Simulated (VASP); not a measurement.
# MoN2 (Cmmm) in VASP: a series of runs

Runs on MoN2. Level: PBE. Tasks: single point.

All numbers are computed with VASP 6.6.1; they aren't measurements. Logs are shortened: lines on timing, memory, paths and dates and some standing lists are left out, and cuts for length are marked.

### Step 1. The cell of the first run

It takes space group Cmmm (No. 65, orthorhombic). Conventional cell: a = 6.118 Å, b = 6.180 Å, c = 2.767 Å, α = 90.00°, β = 90.00°, γ = 90.00°. Mo (site symmetry 2/m) has 16 N at 2.23 to 3.04 Å and 6 Mo at 2.77 to 3.09 Å within 3.1 Å. Within 1.8 Å of N (site symmetry m2m) lie 1 N at 1.38 Å. N (site symmetry 2mm) has 1 N at 1.37 Å within 1.8 Å.

### Step 2. Single point, PBE

Input file INCAR:

```
PREC = Accurate ; ENCUT = 600
EDIFF = 1E-6 ; ISMEAR = -1
SIGMA = 0.02 ; LREAL = False
LASPH = True ; NELM = 120
ALGO = Normal ; ISIF = 2
LWAVE = False ; LCHARG = False
GGA = PE ; NBANDS = 33
GGA_COMPAT = False
```

Input file KPOINTS:

```
Automatic mesh
0
Gamma
  6 6 8
```

Input file POSCAR:

```
MoN2
1.0
    4.3480530000      0.0217402650      0.0000000000
    0.0217402650      4.3480530000      0.0000000000
    0.0000000000      0.0000000000      2.7674600000
Mo N
2 4
Direct
    0.5000000000      0.5000000000      0.0000000000
    0.0000000000      0.0000000000      0.0000000000
    0.8883530000      0.3883530000      0.5000000000
    0.1116470000      0.6116470000      0.5000000000
    0.3883530000      0.1116470000      0.5000000000
    0.6116470000      0.8883530000      0.5000000000
```

Potentials or basis: VASP PAW PBE potentials, release 64 (Mo_sv, N).

Started as:

```
cat potpaw_PBE.64/Mo_sv/POTCAR potpaw_PBE.64/N/POTCAR > POTCAR
mpirun -np 1 vasp_std > vasp.out
```

OUTCAR:

```text
PREC = Accurate
   ENCUT = 600
   EDIFF = 1E-6
   ISMEAR = -1
   LREAL = False
   LASPH = True
   NELM = 120
   ISIF = 2
   GGA = PE

 ion  position               nearest neighbor table
   1  0.500  0.500  0.000-   3 2.23   4 2.23   3 2.23   4 2.23   5 2.24   6 2.24   5 2.24   6 2.24
                             2 3.06   2 3.06   2 3.09   2 3.09
   2  0.000  0.000  0.000-   3 2.23   4 2.23   3 2.23   4 2.23   5 2.24   6 2.24   5 2.24   6 2.24
                             1 3.06   1 3.06   1 3.09   1 3.09
   3  0.888  0.388  0.500-   4 1.38   2 2.23   1 2.23   1 2.23   2 2.23
   4  0.112  0.612  0.500-   3 1.38   2 2.23   1 2.23   1 2.23   2 2.23
   5  0.388  0.112  0.500-   6 1.37   2 2.24   1 2.24   1 2.24   2 2.24
   6  0.612  0.888  0.500-   5 1.37   2 2.24   1 2.24   1 2.24   2 2.24

  LATTYP: Found a base centered orthorhombic cell.
 ALAT       =     6.1183301449
 B/A-ratio  =     1.0100502513
 C/A-ratio  =     0.4523227636

  Lattice vectors:

 A1 = (  -0.0217402650,  -4.3480530000,   0.0000000000)
 A2 = (   4.3480530000,   0.0217402650,   0.0000000000)
 A3 = (   0.0000000000,   0.0000000000,   2.7674600000)

Analysis of symmetry for initial positions (statically):
=====================================================================
 Subroutine PRICEL returns:
 Original cell was already a primitive cell.

 Routine SETGRP: Setting up the symmetry group for a
 base centered orthorhombic supercell.

 Subroutine GETGRP returns: Found  8 space group operations
 (whereof  4 operations were pure point group operations)
 out of a pool of  8 trial point group operations.

The static configuration has the point symmetry C_2h.
 The point group associated with its full space group is D_2h.

Analysis of symmetry for dynamics (positions and initial velocities):
=====================================================================
 Subroutine PRICEL returns:
 Original cell was already a primitive cell.

 Routine SETGRP: Setting up the symmetry group for a
 base centered orthorhombic supercell.

 Subroutine GETGRP returns: Found  8 space group operations
 (whereof  4 operations were pure point group operations)
 out of a pool of  8 trial point group operations.

The dynamic configuration has the point symmetry C_2h.
 The point group associated with its full space group is D_2h.

 Subroutine INISYM returns: Found  8 space group operations
 (whereof  4 operations are pure point group operations),
 and found     1 'primitive' translations

----------------------------------------------------------------------------------------

                                     Primitive cell

  volume of cell :      52.3191

  direct lattice vectors                    reciprocal lattice vectors
     4.348053000  0.021740265  0.000000000     0.229993747 -0.001149969  0.000000000
     0.021740265  4.348053000  0.000000000    -0.001149969  0.229993747  0.000000000
     0.000000000  0.000000000  2.767460000     0.000000000  0.000000000  0.361342169

  length of vectors
     4.348107350  4.348107350  2.767460000     0.229996622  0.229996622  0.361342169

  position of ions in fractional coordinates (direct lattice)
     0.500000000  0.500000000  0.000000000
     0.000000000  0.000000000  0.000000000
     0.888353000  0.388353000  0.500000000
     0.111647000  0.611647000  0.500000000
     0.388353000  0.111647000  0.500000000
     0.611647000  0.888353000  0.500000000

  ion indices of the primitive-cell ions
   primitive index   ion index
                 1           1
                 2           2
                 3           3
                 4           4
                 5           5
                 6           6

----------------------------------------------------------------------------------------

 KPOINTS: Automatic mesh

Automatic generation of k-mesh.
 Grid dimensions read from file:
 generate k-points for:    6    6    8

 Generating k-lattice:

  Cartesian coordinates                     Fractional coordinates (reciprocal lattice)
     0.038332291 -0.000191661  0.000000000     0.166666667 -0.000000000  0.000000000
    -0.000191661  0.038332291  0.000000000    -0.000000000  0.166666667  0.000000000
     0.000000000  0.000000000  0.045167771     0.000000000  0.000000000  0.125000000

  Length of vectors
     0.038332770  0.038332770  0.045167771

  Shift w.r.t. Gamma in fractional coordinates (k-lattice)
     0.000000000  0.000000000  0.000000000

 Subroutine IBZKPT returns following result:
 ===========================================

 Found     65 irreducible k-points:

 Following reciprocal coordinates:
            Coordinates               Weight
  0.000000  0.000000  0.000000      1.000000
  0.166667 -0.000000  0.000000      4.000000
  0.333333 -0.000000  0.000000      4.000000
  0.500000 -0.000000  0.000000      2.000000
  0.166667  0.166667  0.000000      2.000000
  0.333333  0.166667  0.000000      4.000000
[... 16 lines left out ...]
  0.333333  0.333333  0.125000      4.000000
  0.500000  0.333333  0.125000      8.000000
 [... further k-points ...]
   k-points           NKPTS =     65   k-points in BZ     NKDIM =     65   number of bands    NBANDS=     33
   number of dos      NEDOS =    301   number of ions     NIONS =      6
   total plane-waves  NPLWV =  31104
   dimension x,y,z NGX =    36 NGY =   36 NGZ =   24
   dimension x,y,z NGXF=    72 NGYF=   72 NGZF=   48
   ions per type =               2   4
   NGX,Y,Z   is equivalent  to a cutoff of  13.76, 13.76, 14.42 a.u.
   NGXF,Y,Z  is equivalent  to a cutoff of  27.53, 27.53, 28.83 a.u.
 SYSTEM =  unknown system
   PREC   = accura    normal or accurate (medium, high low for compatibility)
   ISTART =      0    job   : 0-new  1-cont  2-samecut
   ICHARG =      2    charge: 1-file 2-atom 10-const
   ISPIN  =      1    spin polarized calculation?
   LNONCOLLINEAR =      F non collinear calculations
   LSORBIT =      F    spin-orbit coupling
   LASPH  =      T    aspherical Exc in radial PAW
   ENCUT  =  600.0 eV  44.10 Ry    6.64 a.u.   8.68  8.68  5.53*2*pi/ulx,y,z
   NELM   =    120;   NELMIN=  2; NELMDL= -5     # of ELM steps
   EDIFF  = 0.1E-05   stopping-criterion for ELM
   LREAL  =      F    real-space projection
   EDIFFG = 0.1E-04   stopping-criterion for IOM
   NSW    =      0    number of steps for IOM
   IBRION =     -1    ionic relax: 0-MD 1-quasi-New 2-CG
   NFREE  =      0    steps in history (QN), initial steepest desc. (CG)
   ISIF   =      2    stress and relaxation
   ISYM   =      2    0-nonsym 1-usesym 2-fastsym
   POTIM  = 0.5000    time-step for ionic-motion
   TEBEG  =    0.0;   TEEND  =   0.0 temperature during run
   PSTRESS=    0.0 pullay stress
   NELECT =      48.0000    total number of electrons
   NUPDOWN=      -1.0000    fix difference up-down
   EMIN   =  10.00;   EMAX   =-10.00  energy-range for DOS
   EFERMI =   0.00;   METHOD = LEGACY
   ISMEAR =    -1;   SIGMA  =   0.02  broadening in eV -4-tet -1-fermi 0-gaus
   EFERMI_NEDOS =   21; number of points for ismear=-14 and -15
   IALGO  =     38    algorithm
   IMIX   =      4    mixing-type and parameters
     AMIX     =   0.40;   BMIX     =  1.00
     AMIX_MAG =   1.60;   BMIX_MAG =  1.00
  volume/ion in A,a.u.               =       8.72        58.84
  Fermi-wavevector in a.u.,A,eV,Ry     =   1.590750  3.006081 34.429335  2.530485
  Thomas-Fermi vector in A             =   2.689396
   LORBIT       =      0    0 simple, 1 ext, 2 COOP (PROOUT), +10 PAW based schemes
   GGA     = PE    functional components
   LHFCALC =     F    Hartree Fock is set to
   AEXX    =    0.0000 exact exchange contribution
   IVDW    =     0    specifies the selected vdW correction
   LEPSILON=     F    determine dielectric tensor
   LRPA    =     F    only Hartree local field effects (RPA)
 non-spin polarized calculation
  energy-cutoff  :      600.00
  volume of cell :       52.32
 maximum number of plane-waves:      1771
   NGX = 17   NGY = 17   NGZ = 11

 number of electron      47.9999992 magnetization

 Free energy of the ion-electron system (eV)
  ---------------------------------------------------
  ext. energy  EPLUGINS =         0.00000000
  ---------------------------------------------------
  free energy    TOTEN  =       -54.72957459 eV

  energy without entropy =      -54.72602378  energy(sigma->0) =      -54.72779919

 E-fermi :  12.0043     XC(G=0): -13.6603

 val. band max:       12.0038715381   @ k =   0.3333   0.1667   0.3750
 cond. band min:      12.0102358074   @ k =   0.3333   0.3333   0.2500
 fundamental gap:      0.0063642693
 Fermi energy:        12.0042641114

 k-point     1 :       0.0000    0.0000    0.0000
  band No.  band energies     occupation
      1     -49.9995      2.00000
      2     -49.9407      2.00000
      3     -24.1908      2.00000
      4     -24.1716      2.00000
      5     -23.8604      2.00000
      6     -23.8416      2.00000
[... 25 lines left out ...]
     32      17.8462      0.00000
     33      19.4406      0.00000

 k-point     2 :       0.1667   -0.0000    0.0000
  band No.  band energies     occupation
      1     -49.9955      2.00000
      2     -49.9446      2.00000
      3     -24.1706      2.00000
      4     -24.1532      2.00000
      5     -23.8846      2.00000
      6     -23.8676      2.00000
[... 25 lines left out ...]
     32      17.5216      0.00000
     33      19.0357      0.00000
[... 754 lines left out ...]
     32      16.3725      0.00000
     33      19.5226      0.00000

 k-point    24 :       0.5000    0.3333    0.1250
  band No.  band energies     occupation
      1     -49.9565      2.00000
      2     -49.9534      2.00000
      3     -24.2026      2.00000
      4     -24.1903      2.00000
      5     -23.9137      2.00000
      6     -23.9104      2.00000
[... 25 lines left out ...]
     32      15.7401      0.00000
     33      20.3270      0.00000

 [... further k-points ...]

------------------------ aborting loop because EDIFF is reached ----------------------------------------

  FORCE on cell =-STRESS in cart. coord.  units (eV):
  Direction    XX          YY          ZZ          XY          YZ          ZX
  --------------------------------------------------------------------------------------
  -------------------------------------------------------------------------------------
  Total       -1.1362598     -1.1362598     -1.3508254     -0.9013073      0.0000000      0.0000000
  in kB      -34.7958987    -34.7958987    -41.3665819    -27.6009053      0.0000000      0.0000000
  external PRESSURE =     -36.9861264 kB  Pullay stress =       0.0000000 kB

 VOLUME and BASIS-vectors are now :
 -----------------------------------------------------------------------------
  energy-cutoff  :      600.00
  volume of cell :       52.32
      direct lattice vectors                 reciprocal lattice vectors
     4.348053000  0.021740265  0.000000000     0.229993747 -0.001149969  0.000000000
     0.021740265  4.348053000  0.000000000    -0.001149969  0.229993747  0.000000000
     0.000000000  0.000000000  2.767460000     0.000000000  0.000000000  0.361342169

 POSITION                                       TOTAL-FORCE (eV/Angst)
 -----------------------------------------------------------------------------------
      2.18490      2.18490      0.00000         0.000000      0.000000      0.000000
      0.00000      0.00000      0.00000         0.000000     -0.000000      0.000000
      3.87105      1.70789      1.38373        -0.036293     -0.036293      0.000000
      0.49874      2.66190      1.38373         0.036293      0.036293     -0.000000
      1.69101      0.49389      1.38373        -0.168429      0.168429     -0.000000
      2.67879      3.87590      1.38373         0.168429     -0.168429      0.000000
 -----------------------------------------------------------------------------------
    total drift:                               -0.000000      0.000000      0.000000

  FREE ENERGIE OF THE ION-ELECTRON SYSTEM (eV)
  ---------------------------------------------------
  free  energy   TOTEN  =       -54.7295745934 eV

  energy  without entropy=      -54.7260237769  energy(sigma->0) =      -54.72779919
```

Wall time 2.6 min (1 thread of Intel Xeon 8259CL, shared host); peak memory 0.25 GiB.

What came out:

```yaml
Free_energy: -54.7296 eV
Pressure: -3.7 GPa
Largest_force: 0.238 eV/Å
Band_gap_on_the_k_mesh: zero (bands 24 and 25 overlap by 1.67 eV)
```

Forces on the atoms (eV/Å):
```
Mo   0.000  0.000  0.000
Mo   0.000  0.000  0.000
N   -0.036 -0.036  0.000
N    0.036  0.036  0.000
N   -0.168  0.168  0.000
N    0.168 -0.168  0.000
```

Caveat: the cell stands under tension.

### Step 3. Single point, PBE

Input file INCAR:

```
PREC = Accurate
ENCUT = 600
EDIFF = 1E-6
ISMEAR = -1
SIGMA = 0.02
LREAL = False
LASPH = True
NELM = 120
ALGO = Normal
ISIF = 2
LWAVE = False
LCHARG = False
GGA = PE
NBANDS = 33
GGA_COMPAT = False
```

KPOINTS is that of step 2.

Edit POSCAR of step 2 so:

```diff
@@ -2,4 +2,4 @@
 1.0
-    4.3480530000      0.0217402650      0.0000000000
-    0.0217402650      4.3480530000      0.0000000000
+    4.3480530000      0.0434805300      0.0000000000
+    0.0434805300      4.3480530000      0.0000000000
     0.0000000000      0.0000000000      2.7674600000
```

Potentials or basis: VASP PAW PBE potentials, release 64 (Mo_sv, N).

Started as:

```
cat potpaw_PBE.64/Mo_sv/POTCAR potpaw_PBE.64/N/POTCAR > POTCAR
mpirun -np 1 vasp_std > vasp.out
```

OUTCAR:

```text
PREC = Accurate
   ENCUT = 600
   EDIFF = 1E-6
   ISMEAR = -1
   LREAL = False
   LASPH = True
   NELM = 120
   ISIF = 2
   GGA = PE

 ion  position               nearest neighbor table
   1  0.500  0.500  0.000-   3 2.23   4 2.23   3 2.23   4 2.23   5 2.24   6 2.24   5 2.24   6 2.24
                             2 3.04   2 3.04   2 3.11   2 3.11
   2  0.000  0.000  0.000-   3 2.23   4 2.23   3 2.23   4 2.23   5 2.24   6 2.24   5 2.24   6 2.24
                             1 3.04   1 3.04   1 3.11   1 3.11
   3  0.888  0.388  0.500-   4 1.39   2 2.23   1 2.23   1 2.23   2 2.23
   4  0.112  0.612  0.500-   3 1.39   2 2.23   1 2.23   1 2.23   2 2.23
   5  0.388  0.112  0.500-   6 1.36   2 2.24   1 2.24   1 2.24   2 2.24
   6  0.612  0.888  0.500-   5 1.36   2 2.24   1 2.24   1 2.24   2 2.24
[... 1074 lines left out ...]
  Total       -1.0615885     -1.0615885     -1.3875201     -1.8175761      0.0000000      0.0000000
  in kB      -32.5116657    -32.5116657    -42.4934780    -55.6641545      0.0000000      0.0000000
  external PRESSURE =     -35.8389365 kB  Pullay stress =       0.0000000 kB

 VOLUME and BASIS-vectors are now :
 -----------------------------------------------------------------------------
  energy-cutoff  :      600.00
  volume of cell :       52.32
      direct lattice vectors                 reciprocal lattice vectors
     4.348053000  0.043480530  0.000000000     0.230010998 -0.002300110  0.000000000
     0.043480530  4.348053000  0.000000000    -0.002300110  0.230010998  0.000000000
     0.000000000  0.000000000  2.767460000     0.000000000  0.000000000  0.361342169

 POSITION                                       TOTAL-FORCE (eV/Angst)
 -----------------------------------------------------------------------------------
      2.19577      2.19577      0.00000        -0.000000      0.000000      0.000000
      0.00000      0.00000      0.00000        -0.000000      0.000000      0.000000
      3.87949      1.72721      1.38373         0.022392      0.022392      0.000000
      0.51204      2.66433      1.38373        -0.022392     -0.022392     -0.000000
      1.69343      0.50233      1.38373        -0.252492      0.252492      0.000000
      2.69810      3.88920      1.38373         0.252492     -0.252492      0.000000
 -----------------------------------------------------------------------------------
    total drift:                               -0.000000      0.000000      0.000000

  FREE ENERGIE OF THE ION-ELECTRON SYSTEM (eV)
  ---------------------------------------------------
  free  energy   TOTEN  =       -54.7161238996 eV

  energy  without entropy=      -54.7128819382  energy(sigma->0) =      -54.71450292
```

OSZICAR:

```text
N       E                     dE             d eps       ncg     rms          rms(c)
DAV:   1     0.465818663586E+03    0.46582E+03   -0.30175E+04  4290   0.169E+03
DAV:   2    -0.386239844141E+02   -0.50444E+03   -0.47678E+03  4909   0.479E+02
DAV:   3    -0.625303069026E+02   -0.23906E+02   -0.23326E+02  5325   0.106E+02
DAV:   4    -0.629141994837E+02   -0.38389E+00   -0.38229E+00  4786   0.125E+01
DAV:   5    -0.629226984450E+02   -0.84990E-02   -0.84899E-02  5362   0.151E+00    0.397E+01
DAV:   6    -0.563623117301E+02    0.65604E+01   -0.34668E+01  4823   0.409E+01    0.115E+01
DAV:   7    -0.549097807825E+02    0.14525E+01   -0.70403E+00  4642   0.202E+01    0.987E+00
DAV:   8    -0.547176534114E+02    0.19213E+00   -0.74295E-01  4708   0.718E+00    0.141E+00
DAV:   9    -0.547170603035E+02    0.59311E-03   -0.28237E-02  4999   0.119E+00    0.337E-01
DAV:  10    -0.547163326709E+02    0.72763E-03   -0.56210E-03  4618   0.615E-01    0.153E-01
DAV:  11    -0.547161225742E+02    0.21010E-03   -0.59704E-04  4611   0.211E-01    0.333E-02
DAV:  12    -0.547161236850E+02   -0.11109E-05   -0.62862E-05  4954   0.516E-02    0.111E-02
DAV:  13    -0.547161238996E+02   -0.21459E-06   -0.30209E-06  3947   0.139E-02
   1 F= -.54716124E+02 E0= -.54714503E+02  d E =-.324196E-02
```

It took 2.5 min on 1 thread of Intel Xeon 8259CL, shared host; peak memory 0.25 GiB.

What came out:

```yaml
Free_energy: -54.7161 eV
Pressure: -3.6 GPa
Largest_force: 0.357 eV/Å
Band_gap_on_the_k_mesh: zero (bands 24 and 25 overlap by 1.68 eV)
```

Forces on the atoms (eV/Å):
```
Mo   0.000  0.000  0.000
Mo   0.000  0.000  0.000
N    0.022  0.022  0.000
N   -0.022 -0.022  0.000
N   -0.252  0.252  0.000
N    0.252 -0.252  0.000
```

Caveat: the cell stands under tension.
